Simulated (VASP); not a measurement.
A run of VASP 6.6.1 is set up as follows.

Contents of INCAR:

```
PREC = Accurate
ENCUT = 520
EDIFF = 1E-6
ISMEAR = 1
SIGMA = 0.2
LREAL = F
LASPH = T
NELM = 100
ALGO = Normal
ISIF = 2
LWAVE = F
LCHARG = F
LDIPOL = T
IDIPOL = 3
DIPOL = 0.5 0.5 0.500
GGA = PS
NBANDS = 26
```

The input KPOINTS:

```
regular mesh
0
Gamma
  12 12 1
```

The input POSCAR:

```
BN
1.0
    2.5043488730      0.0000000000      0.0000000000
   -1.2521744365      2.1688297439      0.0000000000
    0.0000000000      0.0000000000     25.5286415822
B N
4 4
Direct
    0.6666666667      0.3333333333      0.2937876650
    0.3333333333      0.6666666667      0.4312625550
    0.6666666667      0.3333333333      0.5687374450
    0.3333333333      0.6666666667      0.7062123350
    0.3333333333      0.6666666667      0.2937876650
    0.6666666667      0.3333333333      0.4312625550
    0.3333333333      0.6666666667      0.5687374450
    0.6666666667      0.3333333333      0.7062123350
```

Potentials or basis: VASP PAW PBE potentials, release 64 (B, N).

Launch:

```console
$ cat potpaw_PBE.64/B/POTCAR potpaw_PBE.64/N/POTCAR > POTCAR
$ mpirun -np 1 vasp_std > vasp.out
```

Problem. Predict the largest force.

Solution. 0.030 eV/Å.

Problem. What does it give for the band gap on the k mesh?

Solution. 4.33 eV, indirect (least direct gap 4.62 eV).

Forces in eV/Å, atoms in the order of the input:
```
B    0.000  0.000  0.027
B    0.000  0.000  0.002
B    0.000  0.000 -0.002
B    0.000  0.000 -0.027
N    0.000  0.000 -0.030
N    0.000  0.000 -0.002
N    0.000  0.000  0.002
N    0.000  0.000  0.030
```

Caveat: the PAW data sets were made with another functional, which shifts forces and pressure a little.
